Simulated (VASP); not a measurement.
## InCu2: single point with LDA

The system is InCu2.

```
CELL_PARAMETERS angstrom
4.40589 0.00000 0.00000
-2.20294 3.81561 0.00000
0.00000 0.00000 5.36878
ATOMIC_POSITIONS crystal
In 0.33333 0.66667 0.75000
In 0.66667 0.33333 0.25000
Cu 0.33333 0.66667 0.25000
Cu 0.66667 0.33333 0.75000
Cu 0.00000 0.00000 0.00000
Cu 0.00000 0.00000 0.50000
```

| Quantity | Value |
| --- | --- |
| Program | VASP 6.6.1 |
| Task | single point |
| Functional | LDA |
| Potentials or basis | VASP PAW LDA potentials, release 64 (In_d, Cu) |
| Cutoff | 600 eV |
| k mesh | 6 × 6 × 5 |
| Occupations | methfessel-paxton, width 0.1 eV |
| Spin | no spin polarisation |
| Dipole correction | no |
| Further INCAR settings | ALGO = Normal; EDIFF = 1e-06; NBANDS = 44 |

| Property | Result |
| --- | --- |
| Pressure | -6.8 GPa |
| Band gap on the k mesh | zero (band 35 reaches 11.07 eV, above the bottom of band 36 at 6.63 eV) |

Stress tensor (GPa, compression positive):
```
-6.59  0.00  0.00
 0.00 -6.59  0.00
 0.00  0.00 -7.10
```

Levels at points of the mesh, in eV from the Fermi level:
```
           k point  band 32  band 33  band 34  band 35  band 36  band 37  band 38  band 39
(0.00, 0.00, 0.00)    -2.39    -1.72     1.65     1.65     1.96     1.96     1.97     2.74
(0.50, 0.00, 0.00)    -2.49    -2.49    -1.84    -1.67    -0.07     0.63     0.92     3.38
```

Run time: 120 s on 1 thread of Intel(R) Xeon(R) 6975P-C (Granite Rapids) (shared host), peak memory 0.24 GiB.

Caveat: spin-orbit coupling is left out, which moves the levels of the heavy elements.
